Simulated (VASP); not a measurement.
# Rh (P6_3/mmc) in VASP: notebook

Rh is run at these levels: PBEsol; tasks: single point.

Program: VASP 6.6.1. These are calculated values, not measurements. Logs are shortened: lines on timing, memory, paths and dates and some standing lists are left out, and cuts for length are marked.

**1. The cell of the first run**

Symmetry: P6_3/mmc, No. 194, hexagonal system. Conventional cell: a = 2.659 Å, b = 2.659 Å, c = 4.502 Å, α = 90.00°, β = 90.00°, γ = 120.00°. Rh (site symmetry -6m2) has 12 Rh at 2.66 to 2.72 Å within 3.5 Å.

This isn't the form of Rh at room conditions, which is fcc.

**2. Single point, PBEsol (uniaxial strain along c: +4.0 %, then relaxed in part)**

File INCAR:

```
PREC = Accurate ; ENCUT = 520
EDIFF = 1E-6 ; ISMEAR = 0
SIGMA = 0.1 ; LREAL = F
LASPH = T ; NELM = 60
ALGO = Fast ; ISIF = 2
LWAVE = F ; LCHARG = F
GGA = PS ; NBANDS = 22
```

File KPOINTS:

```
Automatic mesh
0
Gamma
  24 24 12
```

File POSCAR:

```
Rh
1.0
    2.6592942408      0.0000000000      0.0000000000
   -1.3296471204      2.3030163686      0.0000000000
    0.0000000000      0.0000000000      4.5021810534
Rh
2
Direct
    0.6666666675      0.3333333325      0.7500000000
    0.3333333325      0.6666666675      0.2500000000
```

Potentials or basis: VASP PAW PBE potentials, release 64 (Rh_pv).

On the command line:

```console
$ cat potpaw_PBE.64/Rh_pv/POTCAR > POTCAR
$ mpirun -np 1 vasp_std > vasp.out
```

OUTCAR:

```text
PREC = Accurate
   ENCUT = 520
   EDIFF = 1E-6
   ISMEAR = 0
   LREAL = F
   LASPH = T
   NELM = 60
   ISIF = 2
   GGA = PS

 ion  position               nearest neighbor table
   1  0.667  0.333  0.750-   2 2.72   2 2.72   2 2.72   2 2.72   2 2.72   2 2.72
   2  0.333  0.667  0.250-   1 2.72   1 2.72   1 2.72   1 2.72   1 2.72   1 2.72

  LATTYP: Found a hexagonal cell.
 ALAT       =     2.6592942408
 C/A-ratio  =     1.6929984596

  Lattice vectors:

 A1 = (   2.6592942408,   0.0000000000,   0.0000000000)
 A2 = (  -1.3296471204,   2.3030163686,   0.0000000000)
 A3 = (   0.0000000000,   0.0000000000,   4.5021810534)

Analysis of symmetry for initial positions (statically):
=====================================================================
 Subroutine PRICEL returns:
 Original cell was already a primitive cell.

 Routine SETGRP: Setting up the symmetry group for a
 hexagonal supercell.

 Subroutine GETGRP returns: Found 24 space group operations
 (whereof 12 operations were pure point group operations)
 out of a pool of 24 trial point group operations.

The static configuration has the point symmetry D_3d.
 The point group associated with its full space group is D_6h.

Analysis of symmetry for dynamics (positions and initial velocities):
=====================================================================
 Subroutine PRICEL returns:
 Original cell was already a primitive cell.

 Routine SETGRP: Setting up the symmetry group for a
 hexagonal supercell.

 Subroutine GETGRP returns: Found 24 space group operations
 (whereof 12 operations were pure point group operations)
 out of a pool of 24 trial point group operations.

The dynamic configuration has the point symmetry D_3d.
 The point group associated with its full space group is D_6h.

 Subroutine INISYM returns: Found 24 space group operations
 (whereof 12 operations are pure point group operations),
 and found     1 'primitive' translations

----------------------------------------------------------------------------------------

                                     Primitive cell

  volume of cell :      27.5731

  direct lattice vectors                    reciprocal lattice vectors
     2.659294241  0.000000000  0.000000000     0.376039622  0.217106577  0.000000000
    -1.329647120  2.303016369  0.000000000     0.000000000  0.434213154  0.000000000
     0.000000000  0.000000000  4.502181053     0.000000000  0.000000000  0.222114568

  length of vectors
     2.659294241  2.659294241  4.502181053     0.434213154  0.434213154  0.222114568

  position of ions in fractional coordinates (direct lattice)
     0.666666668  0.333333332  0.750000000
     0.333333332  0.666666668  0.250000000

  ion indices of the primitive-cell ions
   primitive index   ion index
                 1           1
                 2           2

----------------------------------------------------------------------------------------

 KPOINTS: Automatic mesh

Automatic generation of k-mesh.
 Grid dimensions read from file:
 generate k-points for:   24   24   12

 Generating k-lattice:

  Cartesian coordinates                     Fractional coordinates (reciprocal lattice)
     0.015668318  0.009046107  0.000000000     0.041666667  0.000000000  0.000000000
     0.000000000  0.018092215  0.000000000     0.000000000  0.041666667  0.000000000
     0.000000000  0.000000000  0.018509547     0.000000000  0.000000000  0.083333333

  Length of vectors
     0.018092215  0.018092215  0.018509547

  Shift w.r.t. Gamma in fractional coordinates (k-lattice)
     0.000000000  0.000000000  0.000000000

 Subroutine IBZKPT returns following result:
 ===========================================

 Found    427 irreducible k-points:

 Following reciprocal coordinates:
            Coordinates               Weight
  0.000000  0.000000  0.000000      1.000000
  0.041667  0.000000  0.000000      6.000000
  0.083333  0.000000  0.000000      6.000000
  0.125000 -0.000000  0.000000      6.000000
  0.166667  0.000000  0.000000      6.000000
  0.208333  0.000000  0.000000      6.000000
[... 16 lines left out ...]
  0.416667  0.041667  0.000000     12.000000
  0.458333  0.041667  0.000000     12.000000
 [... further k-points ...]
   k-points           NKPTS =    427   k-points in BZ     NKDIM =    427   number of bands    NBANDS=     22
   number of dos      NEDOS =    301   number of ions     NIONS =      2
   total plane-waves  NPLWV =  14400
   dimension x,y,z NGX =    20 NGY =   20 NGZ =   36
   dimension x,y,z NGXF=    40 NGYF=   40 NGZF=   72
   ions per type =               2
   NGX,Y,Z   is equivalent  to a cutoff of  12.50, 12.50, 13.29 a.u.
   NGXF,Y,Z  is equivalent  to a cutoff of  25.01, 25.01, 26.59 a.u.
 SYSTEM =  unknown system
   PREC   = accura    normal or accurate (medium, high low for compatibility)
   ISTART =      0    job   : 0-new  1-cont  2-samecut
   ICHARG =      2    charge: 1-file 2-atom 10-const
   ISPIN  =      1    spin polarized calculation?
   LNONCOLLINEAR =      F non collinear calculations
   LSORBIT =      F    spin-orbit coupling
   LASPH  =      T    aspherical Exc in radial PAW
   ENCUT  =  520.0 eV  38.22 Ry    6.18 a.u.   4.94  4.94  8.37*2*pi/ulx,y,z
   NELM   =     60;   NELMIN=  2; NELMDL= -5     # of ELM steps
   EDIFF  = 0.1E-05   stopping-criterion for ELM
   LREAL  =      F    real-space projection
   EDIFFG = 0.1E-04   stopping-criterion for IOM
   NSW    =      0    number of steps for IOM
   IBRION =     -1    ionic relax: 0-MD 1-quasi-New 2-CG
   NFREE  =      0    steps in history (QN), initial steepest desc. (CG)
   ISIF   =      2    stress and relaxation
   ISYM   =      2    0-nonsym 1-usesym 2-fastsym
   POTIM  = 0.5000    time-step for ionic-motion
   TEBEG  =    0.0;   TEEND  =   0.0 temperature during run
   PSTRESS=    0.0 pullay stress
   NELECT =      30.0000    total number of electrons
   NUPDOWN=      -1.0000    fix difference up-down
   EMIN   =  10.00;   EMAX   =-10.00  energy-range for DOS
   EFERMI =   0.00;   METHOD = LEGACY
   ISMEAR =     0;   SIGMA  =   0.10  broadening in eV -4-tet -1-fermi 0-gaus
   EFERMI_NEDOS =   21; number of points for ismear=-14 and -15
   IALGO  =     68    algorithm
   IMIX   =      4    mixing-type and parameters
     AMIX     =   0.40;   BMIX     =  1.00
     AMIX_MAG =   1.60;   BMIX_MAG =  1.00
  volume/ion in A,a.u.               =      13.79        93.04
  Fermi-wavevector in a.u.,A,eV,Ry     =   1.683784  3.181891 38.574280  2.835130
  Thomas-Fermi vector in A             =   2.766923
   LORBIT       =      0    0 simple, 1 ext, 2 COOP (PROOUT), +10 PAW based schemes
   GGA     = PS    functional components
   LHFCALC =     F    Hartree Fock is set to
   AEXX    =    0.0000 exact exchange contribution
   IVDW    =     0    specifies the selected vdW correction
   LEPSILON=     F    determine dielectric tensor
   LRPA    =     F    only Hartree local field effects (RPA)
 non-spin polarized calculation
 RMM-DIIS sequential band-by-band and
 Gauss-broadening in eV      SIGMA  =   0.10
  energy-cutoff  :      520.00
  volume of cell :       27.57
 maximum number of plane-waves:       771
 NGX is ok and might be reduce to    20
   NGX =  9   NGY =  9   NGZ = 17

 number of electron      29.9999987 magnetization

 Free energy of the ion-electron system (eV)
  ---------------------------------------------------
  ext. energy  EPLUGINS =         0.00000000
  ---------------------------------------------------
  free energy    TOTEN  =       -16.16085190 eV

  energy without entropy =      -16.14538243  energy(sigma->0) =      -16.15311716

 E-fermi :  11.7634     XC(G=0): -14.1974

 val. band max:       11.7611527420   @ k =   0.1667   0.1667   0.4167
 cond. band min:      11.7646089153   @ k =   0.0833   0.0833   0.5000
 fundamental gap:      0.0034561733
 Fermi energy:        11.7634115811

 k-point     1 :       0.0000    0.0000    0.0000
  band No.  band energies     occupation
      1     -35.2809      2.00000
      2     -34.6806      2.00000
      3     -34.6806      2.00000
      4     -34.6169      2.00000
      5     -34.5987      2.00000
      6     -34.5987      2.00000
[... 14 lines left out ...]
     21      29.1874      0.00000
     22      30.4125      0.00000

 k-point     2 :       0.0417    0.0000    0.0000
  band No.  band energies     occupation
      1     -35.2769      2.00000
      2     -34.6914      2.00000
      3     -34.6838      2.00000
      4     -34.6180      2.00000
      5     -34.6098      2.00000
      6     -34.6006      2.00000
[... 14 lines left out ...]
     21      29.2748      0.00000
     22      30.4909      0.00000

 k-point     3 :       0.0833    0.0000    0.0000
  band No.  band energies     occupation
      1     -35.2651      2.00000
      2     -34.7232      2.00000
      3     -34.6933      2.00000
      4     -34.6423      2.00000
      5     -34.6214      2.00000
      6     -34.6063      2.00000
[... 14 lines left out ...]
     21      29.5241      0.00000
     22      30.6673      0.00000

 k-point     4 :       0.1250   -0.0000    0.0000
  band No.  band energies     occupation
      1     -35.2460      2.00000
      2     -34.7737      2.00000
      3     -34.7081      2.00000
      4     -34.6936      2.00000
      5     -34.6271      2.00000
      6     -34.6156      2.00000
[... 14 lines left out ...]
     21      29.8869      0.00000
     22      30.7253      0.00000

 k-point     5 :       0.1667    0.0000    0.0000
  band No.  band energies     occupation
      1     -35.2202      2.00000
      2     -34.8395      2.00000
      3     -34.7598      2.00000
      4     -34.7272      2.00000
      5     -34.6353      2.00000
      6     -34.6279      2.00000
[... 417 lines left out ...]
 k-point    22 :       0.3750    0.0417    0.0000
  band No.  band energies     occupation
      1     -35.2457      2.00000
      2     -35.1542      2.00000
      3     -35.0179      2.00000
      4     -34.8471      2.00000
      5     -34.7267      2.00000
      6     -34.7146      2.00000
[... 14 lines left out ...]
     21      25.9541      0.00000
     22      26.6620      0.00000

 k-point    23 :       0.4167    0.0417    0.0000
  band No.  band energies     occupation
      1     -35.2861      2.00000
      2     -35.1917      2.00000
      3     -34.9885      2.00000
      4     -34.8588      2.00000
      5     -34.7450      2.00000
      6     -34.7231      2.00000
[... 14 lines left out ...]
     21      25.4247      0.00000
     22      26.1749      0.00000

 k-point    24 :       0.4583    0.0417    0.0000
  band No.  band energies     occupation
      1     -35.3070      2.00000
      2     -35.2110      2.00000
      3     -34.9712      2.00000
      4     -34.8649      2.00000
      5     -34.7565      2.00000
      6     -34.7275      2.00000
[... 14 lines left out ...]
     21      25.1200      0.00000
     22      25.8686      0.00000

 [... further k-points ...]

------------------------ aborting loop because EDIFF is reached ----------------------------------------

  FORCE on cell =-STRESS in cart. coord.  units (eV):
  Direction    XX          YY          ZZ          XY          YZ          ZX
  --------------------------------------------------------------------------------------
  -------------------------------------------------------------------------------------
  Total       -0.0125157     -0.0125157     -2.2629398      0.0000000      0.0000000      0.0000000
  in kB       -0.7272423     -0.7272423   -131.4913561      0.0000000      0.0000000      0.0000000
  external PRESSURE =     -44.3152802 kB  Pullay stress =       0.0000000 kB

 VOLUME and BASIS-vectors are now :
 -----------------------------------------------------------------------------
  energy-cutoff  :      520.00
  volume of cell :       27.57
      direct lattice vectors                 reciprocal lattice vectors
     2.659294241  0.000000000  0.000000000     0.376039622  0.217106577  0.000000000
    -1.329647120  2.303016369  0.000000000     0.000000000  0.434213154  0.000000000
     0.000000000  0.000000000  4.502181053     0.000000000  0.000000000  0.222114568

 POSITION                                       TOTAL-FORCE (eV/Angst)
 -----------------------------------------------------------------------------------
      1.32965      0.76767      3.37664         0.000000     -0.000000      0.000000
     -0.00000      1.53534      1.12555        -0.000000      0.000000      0.000000
 -----------------------------------------------------------------------------------
    total drift:                               -0.000001      0.000001     -0.000000

  FREE ENERGIE OF THE ION-ELECTRON SYSTEM (eV)
  ---------------------------------------------------
  free  energy   TOTEN  =       -16.1608518951 eV

  energy  without entropy=      -16.1453824261  energy(sigma->0) =      -16.15311716
```

Wall time 3.1 min (1 thread of Intel Xeon Platinum 8259CL at 2.50GHz (Skylake/Cascade Lake), shared host); peak memory 0.3 GiB.

What came out:

```yaml
Free_energy: -16.1609 eV
Pressure: -4.4 GPa
Band_gap_on_the_k_mesh: zero (bands 15 and 16 overlap by 2.59 eV)
```

Caveat: the cell differs from its parent crystal (uniaxial strain along c: +4.0 %, then relaxed in part); the cell stands under tension; the PAW data sets were made with another functional, which shifts forces and pressure a little.

**3. Single point, PBEsol (uniaxial strain along c: +4.0 %)**

File INCAR:

```
PREC = Accurate
ENCUT = 520
EDIFF = 1E-6
ISMEAR = 0
SIGMA = 0.1
LREAL = False
LASPH = True
NELM = 60
ALGO = Fast
ISIF = 2
LWAVE = False
LCHARG = False
GGA = PS
NBANDS = 22
```

File KPOINTS:

```
regular mesh
0
Gamma
  24 24 12
```

File POSCAR:

```
Rh
1.0
    2.6618487241      0.0000000000      0.0000000000
   -1.3309243621      2.3052286161      0.0000000000
    0.0000000000      0.0000000000      4.5021810534
Rh
2
Direct
    0.6666667058      0.3333332942      0.7500000000
    0.3333332942      0.6666667058      0.2500000000
```

Potentials or basis: VASP PAW PBE potentials, release 64 (Rh_pv).

On the command line:

```console
$ cat potpaw_PBE.64/Rh_pv/POTCAR > POTCAR
$ mpirun -np 1 vasp_std > vasp.out
```

It took 3 min on 1 thread of Intel Xeon Platinum 8259CL at 2.50GHz (Skylake/Cascade Lake), shared host; peak memory 0.3 GiB.

It converged, with:

```yaml
Free_energy: -16.1608 eV
Pressure: -5.0 GPa
Band_gap_on_the_k_mesh: zero (bands 15 and 16 overlap by 2.58 eV)
```

Stress tensor (GPa, compression positive):
```
 -0.73   0.00   0.00
  0.00  -0.73   0.00
  0.00   0.00 -13.45
```

Levels at points of the mesh, in eV from the Fermi level:
```tsv
k point	band 13	band 14	band 15	band 16	band 17	band 18
(0.00, 0.00, 0.00)	-2.55	-1.56	-1.56	0.19	0.19	0.25
(0.50, 0.00, 0.00)	-2.00	0.53	0.68	0.91	3.12	5.24
(0.00, 0.00, 0.50)	-3.03	-3.03	-0.38	-0.38	-0.38	-0.38
(0.50, 0.00, 0.50)	-0.28	-0.28	0.81	0.81	2.68	2.68
```

Caveat: the cell differs from its parent crystal (uniaxial strain along c: +4.0 %); the cell stands under tension; the PAW data sets were made with another functional, which shifts forces and pressure a little.

[end of part 1 of 2]
